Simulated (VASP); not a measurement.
# AlCu (P4mm) in VASP: a series of runs

The runs below take AlCu through single point, with r2SCAN.

Everything below comes from runs of VASP 6.6.1. Logs are shortened: lines on timing, memory, paths and dates and some standing lists are left out, and cuts for length are marked.

**1. The cell of the first run**

The structure is tetragonal, space group P4mm (No. 99). Conventional cell: a = 2.998 Å, b = 2.998 Å, c = 2.998 Å, α = 90.00°, β = 90.00°, γ = 90.00°. Al (site symmetry 4mm) has 8 Cu at 2.53 to 2.67 Å and 6 Al at 3.00 Å within 3.3 Å. Within 3.3 Å of Cu (site symmetry 4mm) lie 8 Al at 2.53 to 2.67 Å and 6 Cu at 3.00 Å.

**2. Single point, r2SCAN**

Contents of POSCAR:

```
AlCu
1.0
    2.9975090000      0.0000000000      0.0000000000
    0.0000000000      2.9975090000      0.0000000000
    0.0000000000      0.0000000000      2.9975090000
Al Cu
1 1
Direct
    0.0000000000      0.0000000000      0.0000000000
    0.4582987074      0.5000000000      0.5000000000
```

Contents of INCAR.step1:

```
  PREC = Accurate
  ENCUT = 520
  ISMEAR = 0
  SIGMA = 0.15
  LREAL = F
  LASPH = T
  NELM = 60
  NBANDS = 14
  GGA = PE
  ALGO = Normal
  EDIFF = 1E-4
  LWAVE = T
  LCHARG = F
```

Contents of INCAR.step2:

```
  PREC = Accurate
  ENCUT = 520
  EDIFF = 1E-7
  ISMEAR = 0
  SIGMA = 0.15
  LREAL = F
  LASPH = T
  NELM = 60
  ALGO = Normal
  ISIF = 2
  LWAVE = F
  LCHARG = F
  METAGGA = R2SCAN
  LMIXTAU = T
  NBANDS = 14
  ISTART = 1
```

Contents of KPOINTS:

```
Automatic mesh
0
Gamma
  16 16 16
```

Potentials or basis: VASP PAW PBE potentials, release 64 (Al, Cu).

On the command line:

```sh
> cat potpaw_PBE.64/Al/POTCAR potpaw_PBE.64/Cu/POTCAR > POTCAR
> cp INCAR.step1 INCAR
> mpirun -np 1 vasp_std > vasp.out
> cp INCAR.step2 INCAR
> mpirun -np 1 vasp_std > vasp.out
```

OUTCAR:

```text
PREC = Accurate
   ENCUT = 520
   EDIFF = 1E-7
   ISMEAR = 0
   LREAL = F
   LASPH = T
   NELM = 60
   ISIF = 2
   METAGGA = R2SCAN
   ISTART = 1

 ion  position               nearest neighbor table
   1  0.000  0.000  0.000-   2 2.53   2 2.53   2 2.53   2 2.53   2 2.67   2 2.67   2 2.67   2 2.67

   2  0.458  0.500  0.500-   1 2.53   1 2.53   1 2.53   1 2.53   1 2.67   1 2.67   1 2.67   1 2.67

  LATTYP: Found a simple cubic cell.
 ALAT       =     2.9975090000

  Lattice vectors:

 A1 = (   2.9975090000,   0.0000000000,   0.0000000000)
 A2 = (   0.0000000000,   2.9975090000,   0.0000000000)
 A3 = (   0.0000000000,   0.0000000000,   2.9975090000)

Analysis of symmetry for initial positions (statically):
=====================================================================
 Subroutine PRICEL returns:
 Original cell was already a primitive cell.

 Routine SETGRP: Setting up the symmetry group for a
 simple cubic supercell.

 Subroutine GETGRP returns: Found  8 space group operations
 (whereof  8 operations were pure point group operations)
 out of a pool of 48 trial point group operations.

The static configuration has the point symmetry C_4v.

Analysis of symmetry for dynamics (positions and initial velocities):
=====================================================================
 Subroutine PRICEL returns:
 Original cell was already a primitive cell.

 Routine SETGRP: Setting up the symmetry group for a
 simple cubic supercell.

 Subroutine GETGRP returns: Found  8 space group operations
 (whereof  8 operations were pure point group operations)
 out of a pool of 48 trial point group operations.

The dynamic configuration has the point symmetry C_4v.

 Subroutine INISYM returns: Found  8 space group operations
 (whereof  8 operations are pure point group operations),
 and found     1 'primitive' translations

----------------------------------------------------------------------------------------

                                     Primitive cell

  volume of cell :      26.9328

  direct lattice vectors                    reciprocal lattice vectors
     2.997509000  0.000000000  0.000000000     0.333610341  0.000000000  0.000000000
     0.000000000  2.997509000  0.000000000     0.000000000  0.333610341  0.000000000
     0.000000000  0.000000000  2.997509000     0.000000000  0.000000000  0.333610341

  length of vectors
     2.997509000  2.997509000  2.997509000     0.333610341  0.333610341  0.333610341

  position of ions in fractional coordinates (direct lattice)
     0.000000000  0.000000000  0.000000000
     0.458298707  0.500000000  0.500000000

  ion indices of the primitive-cell ions
   primitive index   ion index
                 1           1
                 2           2

----------------------------------------------------------------------------------------

 KPOINTS: Automatic mesh

Automatic generation of k-mesh.
 Grid dimensions read from file:
 generate k-points for:   16   16   16

 Generating k-lattice:

  Cartesian coordinates                     Fractional coordinates (reciprocal lattice)
     0.020850646  0.000000000  0.000000000     0.062500000  0.000000000  0.000000000
     0.000000000  0.020850646  0.000000000     0.000000000  0.062500000  0.000000000
     0.000000000  0.000000000  0.020850646     0.000000000  0.000000000  0.062500000

  Length of vectors
     0.020850646  0.020850646  0.020850646

  Shift w.r.t. Gamma in fractional coordinates (k-lattice)
     0.000000000  0.000000000  0.000000000

 Subroutine IBZKPT returns following result:
 ===========================================

 Found    405 irreducible k-points:

 Following reciprocal coordinates:
            Coordinates               Weight
  0.000000  0.000000  0.000000      1.000000
  0.062500  0.000000  0.000000      2.000000
  0.000000  0.062500  0.000000      4.000000
  0.125000  0.000000  0.000000      2.000000
  0.000000  0.125000  0.000000      4.000000
  0.187500  0.000000  0.000000      2.000000
[... 16 lines left out ...]
  0.187500  0.062500  0.000000      8.000000
  0.000000  0.187500  0.062500      8.000000
 [... further k-points ...]
   k-points           NKPTS =    405   k-points in BZ     NKDIM =    405   number of bands    NBANDS=     14
   number of dos      NEDOS =    301   number of ions     NIONS =      2
   total plane-waves  NPLWV =  13824
   dimension x,y,z NGX =    24 NGY =   24 NGZ =   24
   dimension x,y,z NGXF=    48 NGYF=   48 NGZF=   48
   ions per type =               1   1
   NGX,Y,Z   is equivalent  to a cutoff of  13.31, 13.31, 13.31 a.u.
   NGXF,Y,Z  is equivalent  to a cutoff of  26.62, 26.62, 26.62 a.u.
 SYSTEM =  unknown system
   PREC   = accura    normal or accurate (medium, high low for compatibility)
   ISTART =      1    job   : 0-new  1-cont  2-samecut
   ICHARG =      0    charge: 1-file 2-atom 10-const
   ISPIN  =      1    spin polarized calculation?
   LNONCOLLINEAR =      F non collinear calculations
   LSORBIT =      F    spin-orbit coupling
   LASPH  =      T    aspherical Exc in radial PAW
   ENCUT  =  520.0 eV  38.22 Ry    6.18 a.u.   5.57  5.57  5.57*2*pi/ulx,y,z
   NELM   =     60;   NELMIN=  2; NELMDL=  0     # of ELM steps
   EDIFF  = 0.1E-06   stopping-criterion for ELM
   LREAL  =      F    real-space projection
   EDIFFG = 0.1E-05   stopping-criterion for IOM
   NSW    =      0    number of steps for IOM
   IBRION =     -1    ionic relax: 0-MD 1-quasi-New 2-CG
   NFREE  =      0    steps in history (QN), initial steepest desc. (CG)
   ISIF   =      2    stress and relaxation
   ISYM   =      2    0-nonsym 1-usesym 2-fastsym
   POTIM  = 0.5000    time-step for ionic-motion
   TEBEG  =    0.0;   TEEND  =   0.0 temperature during run
   PSTRESS=    0.0 pullay stress
   NELECT =      14.0000    total number of electrons
   NUPDOWN=      -1.0000    fix difference up-down
   EMIN   =  10.00;   EMAX   =-10.00  energy-range for DOS
   EFERMI =   0.00;   METHOD = LEGACY
   ISMEAR =     0;   SIGMA  =   0.15  broadening in eV -4-tet -1-fermi 0-gaus
   EFERMI_NEDOS =   21; number of points for ismear=-14 and -15
   IALGO  =     38    algorithm
   IMIX   =      4    mixing-type and parameters
     AMIX     =   0.40;   BMIX     =  1.00
     AMIX_MAG =   1.60;   BMIX_MAG =  1.00
  volume/ion in A,a.u.               =      13.47        90.88
  Fermi-wavevector in a.u.,A,eV,Ry     =   1.316306  2.487459 23.574307  1.732663
  Thomas-Fermi vector in A             =   2.446428
   LORBIT       =      0    0 simple, 1 ext, 2 COOP (PROOUT), +10 PAW based schemes
   METAGGA = R2SCAN    functional components
   LHFCALC =     F    Hartree Fock is set to
   AEXX    =    0.0000 exact exchange contribution
   IVDW    =     0    specifies the selected vdW correction
   LEPSILON=     F    determine dielectric tensor
   LRPA    =     F    only Hartree local field effects (RPA)
 non-spin polarized calculation
 Gauss-broadening in eV      SIGMA  =   0.15
  energy-cutoff  :      520.00
  volume of cell :       26.93
 maximum number of plane-waves:       743
 NGX is ok and might be reduce to    24
   NGX = 11   NGY = 11   NGZ = 11

 number of electron      14.0000020 magnetization

 Free energy of the ion-electron system (eV)
  ---------------------------------------------------
  ext. energy  EPLUGINS =         0.00000000
  ---------------------------------------------------
  free energy    TOTEN  =       -17.85780723 eV

  energy without entropy =      -17.85146662  energy(sigma->0) =      -17.85463692

 E-fermi :   9.0580     XC(G=0): -12.4222

 val. band max:        9.0410654903   @ k =   0.2500   0.4375   0.4375
 cond. band min:       9.0683062491   @ k =   0.1875   0.3750   0.3750
 fundamental gap:      0.0272407588
 Fermi energy:         9.0580106206

 k-point     1 :       0.0000    0.0000    0.0000
  band No.  band energies     occupation
      1      -3.1010      2.00000
      2       3.8782      2.00000
      3       3.8893      2.00000
      4       4.9689      2.00000
      5       4.9789      2.00000
      6       4.9789      2.00000
      7      13.1195      0.00000
      8      13.1195      0.00000
      9      13.1435      0.00000
     10      15.4895      0.00000
     11      15.4901      0.00000
     12      20.0447      0.00000
     13      28.2931      0.00000
     14      28.3612      0.00000

 k-point     2 :       0.0625    0.0000    0.0000
  band No.  band energies     occupation
      1      -3.0314      2.00000
      2       3.8886      2.00000
      3       3.8917      2.00000
      4       4.9599      2.00000
      5       4.9599      2.00000
      6       4.9709      2.00000
      7      12.2331      0.00000
      8      13.2032      0.00000
      9      13.2032      0.00000
     10      15.5168      0.00000
     11      16.2940      0.00000
     12      20.3163      0.00000
     13      27.4340      0.00000
     14      27.4340      0.00000

 k-point     3 :       0.0000    0.0625    0.0000
  band No.  band energies     occupation
      1      -3.0312      2.00000
      2       3.8819      2.00000
      3       3.8986      2.00000
      4       4.9492      2.00000
      5       4.9600      2.00000
      6       4.9814      2.00000
      7      12.2092      0.00000
      8      13.2037      0.00000
      9      13.2403      0.00000
     10      15.5161      0.00000
     11      16.2749      0.00000
     12      20.3230      0.00000
     13      27.4516      0.00000
     14      27.4753      0.00000
[... 324 lines left out ...]
 k-point    23 :       0.1875    0.0625    0.0000
  band No.  band energies     occupation
      1      -2.4094      2.00000
      2       3.8788      2.00000
      3       3.9683      2.00000
      4       4.8063      2.00000
      5       4.8322      2.00000
      6       4.9680      2.00000
      7       9.2615      0.05510
      8      12.9269      0.00000
      9      13.9331      0.00000
     10      16.3138      0.00000
     11      18.6721      0.00000
     12      22.7745      0.00000
     13      23.5157      0.00000
     14      24.4231      0.00000

 k-point    24 :       0.0000    0.1875    0.0625
  band No.  band energies     occupation
      1      -2.4082      2.00000
      2       3.8711      2.00000
      3       3.9770      2.00000
      4       4.7934      2.00000
      5       4.8335      2.00000
      6       4.9784      2.00000
      7       9.2494      0.07115
      8      12.9170      0.00000
      9      13.9906      0.00000
     10      16.2924      0.00000
     11      18.6298      0.00000
     12      22.8437      0.00000
     13      23.4437      0.00000
     14      24.5101      0.00000

 [... further k-points ...]

------------------------ aborting loop because EDIFF is reached ----------------------------------------

  FORCE on cell =-STRESS in cart. coord.  units (eV):
  Direction    XX          YY          ZZ          XY          YZ          ZX
  --------------------------------------------------------------------------------------
  -------------------------------------------------------------------------------------
  Total       -0.7659456     -0.6783421     -0.6783421      0.0000000      0.0000000     -0.0000000
  in kB      -45.5645418    -40.3531895    -40.3531895      0.0000000      0.0000000     -0.0000000
  external PRESSURE =     -42.0903069 kB  Pullay stress =       0.0000000 kB

 VOLUME and BASIS-vectors are now :
 -----------------------------------------------------------------------------
  energy-cutoff  :      520.00
  volume of cell :       26.93
      direct lattice vectors                 reciprocal lattice vectors
     2.997509000  0.000000000  0.000000000     0.333610341  0.000000000  0.000000000
     0.000000000  2.997509000  0.000000000     0.000000000  0.333610341  0.000000000
     0.000000000  0.000000000  2.997509000     0.000000000  0.000000000  0.333610341

 POSITION                                       TOTAL-FORCE (eV/Angst)
 -----------------------------------------------------------------------------------
      0.00000      0.00000      0.00000        -0.498575     -0.000000      0.000000
      1.37375      1.49875      1.49875         0.498575      0.000000     -0.000000
 -----------------------------------------------------------------------------------
    total drift:                               -0.001351      0.000000     -0.000000

  FREE ENERGIE OF THE ION-ELECTRON SYSTEM (eV)
  ---------------------------------------------------
  free  energy   TOTEN  =       -17.8578072274 eV

  energy  without entropy=      -17.8514666225  energy(sigma->0) =      -17.85463692
```

Wall time 11 min (1 thread of Intel Xeon 8259CL, shared host); peak memory 0.24 GiB.

Results:

| Quantity | Value |
| --- | --- |
| Free energy | -17.8578 eV |
| Pressure | -4.2 GPa |
| Largest force | 0.499 eV/Å |
| Band gap on the k mesh | zero (bands 7 and 8 overlap by 4.96 eV) |

Forces in eV/Å, atoms in the order of the input:
```
Al  -0.499  0.000  0.000
Cu   0.499  0.000  0.000
```

Stress tensor (GPa, compression positive):
```
-4.56  0.00  0.00
 0.00 -4.04  0.00
 0.00  0.00 -4.04
```

Caveat: the cell differs from its parent crystal (all Cu atoms moved +0.125 Å, as atom 2 towards its neighbour atom 2 (Cu) at 2.998 Å); the cell stands under tension; the PAW data sets were made with another functional, which shifts forces and pressure a little.

(Part 1 of 2 ends here.)

The gap in the log of VASP goes by the Fermi energy; the results here count the filled bands.